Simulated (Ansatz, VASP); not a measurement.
# BiTe in VASP and in Ansatz

```xyz
2
Lattice="0.0000 3.2512 3.1754 3.2512 0.0000 3.1754 3.2512 3.2512 0.0000" Properties=species:S:1:pos:R:3 pbc="T T T"
Bi    0.0000    0.0000    0.1938
Te    3.2512    3.2512    2.8580
```

Change from the starting cell: mode 6 frozen in at -0.325 Å, normal strain along z -0.0233.

Alike in both runs: task single point; functional PBE; k mesh 12 × 12 × 12; occupations gaussian, width 0.15 eV; no spin polarisation.

|  | VASP | Ansatz |
| --- | --- | --- |
| version | VASP 6.6.1 | Ansatz 0.2.0 |
| potentials or method | VASP PAW PBE potentials, release 64 (Bi_d, Te), cutoff 520 eV | scalar-relativistic, plane waves, PAW |
| valence electrons in the cell | 21 | 31 |

```tsv
	VASP	Ansatz	Ansatz less VASP
gap on the k mesh at the Fermi level (eV)	none	none	-
pressure (GPa)	7.0	7.0	+0.01
traceless stress, the component that is largest in VASP (GPa)	7.80	7.71	-0.081
rms of the force components (eV/Å)	1.580	1.567	-0.0132
```

Atom by atom the forces differ by 0.013 eV/Å (rms over components). A gap of «none» marks a metal or a gap that the smearing closes. VASP's potentials hold 21 valence electrons a cell and Ansatz's 31, so a difference there can come from the potentials and not from the codes.

Spin-orbit coupling is off throughout.
